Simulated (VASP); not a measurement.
A run of VASP 6.6.1 is set up as follows.

INCAR

```
SYSTEM = WSe2
PREC     = Accurate       ! precision mode
ENCUT    = 600            ! plane-wave cutoff, eV
EDIFF    = 1E-7           ! SCF threshold, eV
ISMEAR   = 0              ! smearing method
SIGMA    = 0.02           ! smearing width, eV
LREAL    = .FALSE.        ! projectors in reciprocal space
LASPH    = .TRUE.         ! aspherical terms in the spheres
NELM     = 60             ! most SCF steps
ALGO     = Normal         ! electronic algorithm
ISIF     = 3              ! what is computed and relaxed
LWAVE    = .FALSE.        ! write WAVECAR
LCHARG   = .FALSE.        ! write CHGCAR
GGA      = PS             ! functional
IVDW     = 12             ! dispersion correction
IBRION   = 2              ! ionic algorithm
NSW      = 100            ! ionic steps
EDIFFG   = -0.005         ! ionic threshold
```

KPOINTS

```
Automatic mesh
0
G
  12 12 2
  0 0 0
```

The input POSCAR:

```
WSe2
1.0
    3.3179375931      0.0000000000      0.0000000000
   -1.6589687966      2.8734182438      0.0000000000
    0.0000000000      0.0000000000     16.6581424200
W Se
1 2
Direct
    0.0000000000      0.0000000000      0.0000000000
    0.3333333300      0.6666666700      0.0997865200
    0.3333333300      0.6666666700      0.9002134800
```

Potentials or basis: VASP PAW PBE potentials, release 64 (W_sv, Se).

Command:

```console
$ cat potpaw_PBE.64/W_sv/POTCAR potpaw_PBE.64/Se/POTCAR > POTCAR
$ mpirun -np 1 vasp_std > vasp.out
```

(1) Predict the band gap on the k mesh.

(2) Predict the dispersion energy per atom.

(3) Predict the space group after relaxing (to 0.1 Å).

(4) Estimate the relaxed cell.

Answers

(1) 1.64 eV (least direct gap 1.81 eV).

(2) -0.293 eV.

(3) P-6m2 (No. 187).

(4) a = 3.243 Å, b = 3.243 Å, c = 16.725 Å, α = 90.00°, β = 90.00°, γ = 120.00°.

Caveat: there is no dipole correction, which matters where the two faces differ; spin-orbit coupling is left out, which moves the levels of the heavy elements.
